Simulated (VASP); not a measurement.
# Al (Pm-3m) in VASP: a series of runs, part 2 of 2

VASP 6.6.1.

### 4 Relaxation of cell and atoms, LDA

This run uses another cell than the first one, of 19.41 Å³/atom, 1.004 times its volume.

INCAR

```
SYSTEM = Al
ALGO     = Normal         ! electronic algorithm
EDIFF    = 1E-7           ! SCF threshold, eV
EDIFFG   = -0.03          ! ionic threshold
ENCUT    = 600            ! plane-wave cutoff, eV
IBRION   = 2              ! ionic algorithm
ISIF     = 3              ! what is computed and relaxed
ISMEAR   = -1             ! smearing method
LASPH    = .True.         ! aspherical terms in the spheres
LCHARG   = .False.        ! write CHGCAR
LREAL    = .False.        ! projectors in reciprocal space
LWAVE    = .False.        ! write WAVECAR
NELM     = 60             ! most SCF steps
NSW      = 60             ! ionic steps
PREC     = Accurate       ! precision mode
SIGMA    = 0.1            ! smearing width, eV
```

KPOINTS

```
k-points
0
Gamma
  9 9 9
  0 0 0
```

POSCAR

```
Al
1.0
    2.6876278981      0.0000000000      0.0000000000
    0.0000000000      2.6876278981      0.0000000000
    0.0000000000      0.0000000000      2.6876278981
Al
1
Direct
    0.0000000000      0.0000000000      0.0000000000
```

Potentials or basis: VASP PAW LDA potentials, release 64 (Al).

Started as:

```console
cat potpaw_LDA.64/Al/POTCAR > POTCAR
mpirun -np 1 vasp_std > vasp.out
```

OUTCAR:

```text
SYSTEM = Al
   EDIFF = 1E-7
   EDIFFG = -0.03
   ENCUT = 600
   IBRION = 2
   ISIF = 3
   ISMEAR = -1
   LASPH = .True.
   LREAL = .False.
   NELM = 60
   NSW = 60
   PREC = Accurate

 ion  position               nearest neighbor table
   1  0.000  0.000  0.000-

  LATTYP: Found a simple cubic cell.
 ALAT       =     2.6876278981

  Lattice vectors:

 A1 = (   2.6876278981,   0.0000000000,   0.0000000000)
 A2 = (   0.0000000000,   2.6876278981,   0.0000000000)
 A3 = (   0.0000000000,   0.0000000000,   2.6876278981)

Analysis of symmetry for initial positions (statically):
=====================================================================
 Subroutine PRICEL returns:
 Original cell was already a primitive cell.

 Routine SETGRP: Setting up the symmetry group for a
 simple cubic supercell.

 Subroutine GETGRP returns: Found 48 space group operations
 (whereof 48 operations were pure point group operations)
 out of a pool of 48 trial point group operations.

The static configuration has the point symmetry O_h .

Analysis of symmetry for dynamics (positions and initial velocities):
=====================================================================
 Subroutine PRICEL returns:
 Original cell was already a primitive cell.

 Routine SETGRP: Setting up the symmetry group for a
 simple cubic supercell.

 Subroutine GETGRP returns: Found 48 space group operations
 (whereof 48 operations were pure point group operations)
 out of a pool of 48 trial point group operations.

The dynamic configuration has the point symmetry O_h .

 Subroutine INISYM returns: Found 48 space group operations
 (whereof 48 operations are pure point group operations),
 and found     1 'primitive' translations

----------------------------------------------------------------------------------------

                                     Primitive cell

  volume of cell :      19.4137

  direct lattice vectors                    reciprocal lattice vectors
     2.687627898  0.000000000  0.000000000     0.372075316  0.000000000  0.000000000
     0.000000000  2.687627898  0.000000000     0.000000000  0.372075316  0.000000000
     0.000000000  0.000000000  2.687627898     0.000000000  0.000000000  0.372075316

  length of vectors
     2.687627898  2.687627898  2.687627898     0.372075316  0.372075316  0.372075316

  position of ions in fractional coordinates (direct lattice)
     0.000000000  0.000000000  0.000000000

  ion indices of the primitive-cell ions
   primitive index   ion index
                 1           1

----------------------------------------------------------------------------------------

 KPOINTS: k-points

Automatic generation of k-mesh.
 Grid dimensions read from file:
 generate k-points for:    9    9    9

 Generating k-lattice:

  Cartesian coordinates                     Fractional coordinates (reciprocal lattice)
     0.041341702  0.000000000  0.000000000     0.111111111  0.000000000  0.000000000
     0.000000000  0.041341702  0.000000000     0.000000000  0.111111111  0.000000000
     0.000000000  0.000000000  0.041341702     0.000000000  0.000000000  0.111111111

  Length of vectors
     0.041341702  0.041341702  0.041341702

  Shift w.r.t. Gamma in fractional coordinates (k-lattice)
     0.000000000  0.000000000  0.000000000

 Subroutine IBZKPT returns following result:
 ===========================================

 Found     35 irreducible k-points:

 Following reciprocal coordinates:
            Coordinates               Weight
  0.000000  0.000000  0.000000      1.000000
  0.111111  0.000000  0.000000      6.000000
  0.222222  0.000000  0.000000      6.000000
  0.333333  0.000000  0.000000      6.000000
  0.444444  0.000000  0.000000      6.000000
  0.111111  0.111111  0.000000     12.000000
[... 16 lines left out ...]
  0.333333  0.333333  0.111111     24.000000
  0.444444  0.333333  0.111111     48.000000
 [... further k-points ...]
   k-points           NKPTS =     35   k-points in BZ     NKDIM =     35   number of bands    NBANDS=      5
   number of dos      NEDOS =    301   number of ions     NIONS =      1
   total plane-waves  NPLWV =  13824
   dimension x,y,z NGX =    24 NGY =   24 NGZ =   24
   dimension x,y,z NGXF=    48 NGYF=   48 NGZF=   48
   ions per type =               1
   NGX,Y,Z   is equivalent  to a cutoff of  14.85, 14.85, 14.85 a.u.
   NGXF,Y,Z  is equivalent  to a cutoff of  29.69, 29.69, 29.69 a.u.
 SYSTEM =  Al
   PREC   = accura    normal or accurate (medium, high low for compatibility)
   ISTART =      0    job   : 0-new  1-cont  2-samecut
   ICHARG =      2    charge: 1-file 2-atom 10-const
   ISPIN  =      1    spin polarized calculation?
   LNONCOLLINEAR =      F non collinear calculations
   LSORBIT =      F    spin-orbit coupling
   LASPH  =      T    aspherical Exc in radial PAW
   ENCUT  =  600.0 eV  44.10 Ry    6.64 a.u.   5.37  5.37  5.37*2*pi/ulx,y,z
   NELM   =     60;   NELMIN=  2; NELMDL= -5     # of ELM steps
   EDIFF  = 0.1E-06   stopping-criterion for ELM
   LREAL  =      F    real-space projection
   EDIFFG = -.3E-01   stopping-criterion for IOM
   NSW    =     60    number of steps for IOM
   IBRION =      2    ionic relax: 0-MD 1-quasi-New 2-CG
   NFREE  =      1    steps in history (QN), initial steepest desc. (CG)
   ISIF   =      3    stress and relaxation
   ISYM   =      2    0-nonsym 1-usesym 2-fastsym
   POTIM  = 0.5000    time-step for ionic-motion
   TEBEG  =    0.0;   TEEND  =   0.0 temperature during run
   PSTRESS=    0.0 pullay stress
   NELECT =       3.0000    total number of electrons
   NUPDOWN=      -1.0000    fix difference up-down
   EMIN   =  10.00;   EMAX   =-10.00  energy-range for DOS
   EFERMI =   0.00;   METHOD = LEGACY
   ISMEAR =    -1;   SIGMA  =   0.10  broadening in eV -4-tet -1-fermi 0-gaus
   EFERMI_NEDOS =   21; number of points for ismear=-14 and -15
   IALGO  =     38    algorithm
   IMIX   =      4    mixing-type and parameters
     AMIX     =   0.40;   BMIX     =  1.00
     AMIX_MAG =   1.60;   BMIX_MAG =  1.00
  volume/ion in A,a.u.               =      19.41       131.01
  Fermi-wavevector in a.u.,A,eV,Ry     =   0.878509  1.660141 10.500673  0.771778
  Thomas-Fermi vector in A             =   1.998605
   LORBIT       =      0    0 simple, 1 ext, 2 COOP (PROOUT), +10 PAW based schemes
   GGA     = CA    functional components
   LHFCALC =     F    Hartree Fock is set to
   AEXX    =    0.0000 exact exchange contribution
   IVDW    =     0    specifies the selected vdW correction
   LEPSILON=     F    determine dielectric tensor
   LRPA    =     F    only Hartree local field effects (RPA)
 conjugate gradient relaxation of ions
 non-spin polarized calculation
  energy-cutoff  :      600.00
  volume of cell :       19.41
 maximum number of plane-waves:       663
 NGX is ok and might be reduce to    24
   NGX = 11   NGY = 11   NGZ = 11

 number of electron       3.0000000 magnetization

 Free energy of the ion-electron system (eV)
  ---------------------------------------------------
  ext. energy  EPLUGINS =         0.00000000
  ---------------------------------------------------
  free energy    TOTEN  =        -3.79904925 eV

  energy without entropy =       -3.78005552  energy(sigma->0) =       -3.78955239

 E-fermi :   5.7841     XC(G=0):  -9.6883

 val. band max:        5.7485234595   @ k =   0.4444   0.4444   0.3333
 cond. band min:       5.9325676821   @ k =   0.3333   0.2222   0.1111
 fundamental gap:      0.1840442226
 Fermi energy:         5.7841188608

 k-point     1 :       0.0000    0.0000    0.0000
  band No.  band energies     occupation
      1      -3.9519      2.00000
      2      13.8847      0.00000
      3      13.8847      0.00000
      4      15.1093      0.00000
      5      15.1093      0.00000

 k-point     2 :       0.1111    0.0000    0.0000
  band No.  band energies     occupation
      1      -3.7025      2.00000
      2      11.0633      0.00000
      3      14.0921      0.00000
      4      15.3170      0.00000
      5      15.3170      0.00000

 k-point     3 :       0.2222    0.0000    0.0000
  band No.  band energies     occupation
      1      -2.9584      2.00000
      2       7.8066      0.00000
      3      14.6880      0.00000
      4      15.9384      0.00000
      5      15.9384      0.00000
[... 153 lines left out ...]
 k-point    23 :       0.3333    0.3333    0.1111
  band No.  band energies     occupation
      1       0.6982      2.00000
      2       6.4800      0.00190
      3       7.9165      0.00000
      4      13.5850      0.00000
      5      16.2411      0.00000

 k-point    24 :       0.4444    0.3333    0.1111
  band No.  band energies     occupation
      1       2.3182      2.00000
      2       4.5809      1.99999
      3       8.7567      0.00000
      4      11.4318      0.00000
      5      17.5072      0.00000

 [... further k-points ...]
[... 5 lines left out ...]
  --------------------------------------------------------------------------------------
  -------------------------------------------------------------------------------------
  Total       -0.0287751     -0.0287751     -0.0287751      0.0000000      0.0000000     -0.0000000
  in kB       -2.3747601     -2.3747601     -2.3747601      0.0000000      0.0000000     -0.0000000
  external PRESSURE =      -2.3747601 kB  Pullay stress =       0.0000000 kB

 VOLUME and BASIS-vectors are now :
 -----------------------------------------------------------------------------
  energy-cutoff  :      600.00
  volume of cell :       19.41
      direct lattice vectors                 reciprocal lattice vectors
     2.687627898  0.000000000  0.000000000     0.372075316  0.000000000  0.000000000
     0.000000000  2.687627898  0.000000000     0.000000000  0.372075316  0.000000000
     0.000000000  0.000000000  2.687627898     0.000000000  0.000000000  0.372075316

 POSITION                                       TOTAL-FORCE (eV/Angst)
 -----------------------------------------------------------------------------------
      0.00000      0.00000      0.00000         0.000000      0.000000      0.000000
 -----------------------------------------------------------------------------------
    total drift:                               -0.000000      0.000000      0.000000

  FREE ENERGIE OF THE ION-ELECTRON SYSTEM (eV)
  ---------------------------------------------------
  free  energy   TOTEN  =        -3.7990492539 eV

  energy  without entropy=       -3.7800555171  energy(sigma->0) =       -3.78955239

 reached required accuracy - stopping structural energy minimisation
```

It took 1.9 s on 1 thread of Intel Xeon Platinum 8259CL at 2.50GHz (Skylake/Cascade Lake), shared host; peak memory 0.12 GiB.

Results:

| Quantity | Value |
| --- | --- |
| Free energy | -3.7990 eV |
| Pressure after relaxing | -0.2 GPa |

Final structure:
```
CELL_PARAMETERS angstrom
2.68763 0.00000 0.00000
0.00000 2.68763 0.00000
0.00000 0.00000 2.68763
ATOMIC_POSITIONS crystal
Al 0.00000 0.00000 0.00000
```

Levels at points of the mesh, in eV from the Fermi level:
```
           k point  band 1  band 2  band 3  band 4  band 5
(0.00, 0.00, 0.00)   -9.74    8.10    8.10    9.33    9.33
```

Caveat: the relaxation stopped at its first step, so nothing moved.

### 5 Relaxation of cell and atoms, LDA

This run uses another cell than the first one, of 18.19 Å³/atom, 0.941 times its volume.

INCAR

```
SYSTEM = Al
PREC = Accurate
ENCUT = 600
EDIFF = 1E-7
ISMEAR = -1
SIGMA = 0.1
LREAL = .False.
LASPH = .True.
NELM = 100
ALGO = Normal
ISIF = 3
LWAVE = .False.
LCHARG = .False.
IBRION = 2
NSW = 60
EDIFFG = -0.03
```

KPOINTS

```
regular mesh
0
Gamma
  10 10 10
  0 0 0
```

POSCAR

```
Al
1.0
    2.6300000000      0.0000000000      0.0000000000
    0.0000000000      2.6300000000      0.0000000000
    0.0000000000      0.0000000000      2.6300000000
Al
1
Direct
    0.0000000000      0.0000000000      0.0000000000
```

Started as:

```console
cat potpaw_LDA.64/Al/POTCAR > POTCAR
mpirun -np 1 vasp_std > vasp.out
```

Run time: 4.7 s. Hardware: 1 thread of Intel Xeon Platinum 8259CL at 2.50GHz (Skylake/Cascade Lake), shared host; peak memory 0.12 GiB.

Results (log left out):

- Free energy: -3.8083 eV
- Relaxed volume: 19.42 Å³/atom
- Relaxed cell: a = 2.688 Å, b = 2.688 Å, c = 2.688 Å, α = 90.00°, β = 90.00°, γ = 90.00°
- Space group after relaxing (to 0.05 Å): Pm-3m (No. 221)
- Energy gained by relaxing: 16.4 meV/atom
- Ionic steps: 3
- Pressure after relaxing: 0.0 GPa

The path:
```tsv
step	energy change (eV)	largest force (eV/Å)	pressure (GPa)	volume (Å³)
1	0.0000	0.0000	4.51	18.19
2	-0.0162	0.0000	-0.45	19.57
3	-0.0164	0.0000	0.01	19.42
```

Final structure:
```
Al
1.0
     2.68805    0.00000    0.00000
     0.00000    2.68805    0.00000
     0.00000    0.00000    2.68805
Al
1
Cartesian
  0.0000 0.0000 0.0000
```

Levels at points of the mesh, in eV from the Fermi level:
```csv
k point,band 1,band 2,band 3,band 4
"(0.00, 0.00, 0.00)",-9.76,8.07,8.07,9.29
"(0.50, 0.00, 0.00)",-5.30,-4.21,10.66,12.88
"(0.50, 0.50, 0.00)",-0.57,-0.57,-0.25,2.17
"(0.50, 0.50, 0.50)",2.92,2.92,2.92,5.63
```

### 6 Overview

| task | cell | k mesh | cutoff (eV) | gap on the mesh (eV) | pressure (GPa) |
| --- | --- | --- | --- | --- | --- |
| single point | a = 2.684 Å, 1 atom | 9 × 9 × 9 | 520 | none | 0.0 |
| single point | a = 2.688 Å, 1 atom | 10 × 10 × 10 | 520 | none | 0.0 |
| relaxation of cell and atoms | relaxed from a = 2.688 Å, 1 atom | 9 × 9 × 9 | 600 | none | -0.2 |
| relaxation of cell and atoms | relaxed from a = 2.630 Å, 1 atom | 10 × 10 × 10 | 600 | none | 0.0 |

Alike in all rows: level LDA; potentials or basis VASP PAW LDA potentials, release 64 (Al); no spin polarisation; smearing fermi-dirac 0.1 eV.

Caveats: the relaxation stopped at its first step, so nothing moved (some runs).

Total energies depend on the potentials used, so only differences within one code and one set of settings carry meaning.
